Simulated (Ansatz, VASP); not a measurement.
**PbS in VASP and in Ansatz**

```
Pb S
1.0
     0.00000    2.91547    2.91547
     2.91547    0.00000    2.91547
     2.91547    2.91547    0.00000
Pb S
1 1
Direct
  0.00000 0.00000 0.00000
  0.50000 0.50000 0.50000
```

Alike in both runs: task single point; functional LDA; k mesh 6 × 6 × 6; no spin polarisation.

|  | VASP | Ansatz |
| --- | --- | --- |
| version | VASP 6.6.1 | Ansatz 0.2.0 |
| potentials or method | VASP PAW LDA potentials, release 64 (Pb_d, S), cutoff 500 eV | plane waves, PAW |
| occupations | gaussian, width 0.01 eV | fixed |
| valence electrons in the cell | 20 | 20 |

Ansatz gave:

```
pressure (GPa) : 0.5
```

Question: What did VASP give for the same quantities?

Answer: Pressure (GPa): 0.4.

LDA's correlation is that of Perdew and Zunger in VASP and of Perdew and Wang (1992) in Ansatz.

Neither program's run includes spin-orbit coupling.
